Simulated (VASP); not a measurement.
Wanted: the native input for a VASP 6.6.1 run.

* Task: single point
* Functional: PBE
* Dispersion: D3(BJ)
* Potentials or basis: VASP PAW PBE potentials, release 64 (C)
* Cutoff: 520 eV
* k mesh: 15 × 15 × 15
* Occupations: gaussian, width 0.05 eV
* Spin: no spin polarisation
* Dipole correction: no
* Further INCAR settings: ALGO = Normal; EDIFF = 1e-06; NBANDS = 11

The structure of C lies in POSCAR:

```
C
1.0
    1.2118984948      0.6996899222      3.3048089804
   -1.2118984948      0.6996899222      3.3048089804
    0.0000000000     -1.3993798444      3.3048089804
C
2
Direct
    0.1628268272      0.1628268272      0.1628268272
    0.8371731728      0.8371731728      0.8371731728
```

The input as run:

INCAR

```
SYSTEM = C
PREC     = Accurate       ! precision mode
ENCUT    = 520            ! plane-wave cutoff, eV
EDIFF    = 1E-6           ! SCF threshold, eV
ISMEAR   = 0              ! smearing method
SIGMA    = 0.05           ! smearing width, eV
LREAL    = .False.        ! projectors in reciprocal space
LASPH    = .True.         ! aspherical terms in the spheres
NELM     = 60             ! most SCF steps
ALGO     = Normal         ! electronic algorithm
ISIF     = 2              ! what is computed and relaxed
LWAVE    = .False.        ! write WAVECAR
LCHARG   = .False.        ! write CHGCAR
GGA      = PE             ! functional
IVDW     = 12             ! dispersion correction
NBANDS   = 11             ! bands
```

KPOINTS

```
Automatic mesh
0
Gamma
  15 15 15
  0 0 0
```

Potentials or basis: VASP PAW PBE potentials, release 64 (C).

Run with:

```console
$ cat potpaw_PBE.64/C/POTCAR > POTCAR
$ mpirun -np 1 vasp_std > vasp.out
```

It gave:

* Pressure: 16.5 GPa
* Largest force: 1.219 eV/Å
* Band gap on the k mesh: 0.84 eV, direct
* Dispersion energy per atom: -0.159 eV

Caveat: forces of over 1 eV/Å act on the atoms, so gaps and moduli don't describe the material at rest.

It took 47 s on 1 thread of Intel(R) Xeon(R) 6975P-C (Granite Rapids), on a shared host, peak memory 0.2 GiB.
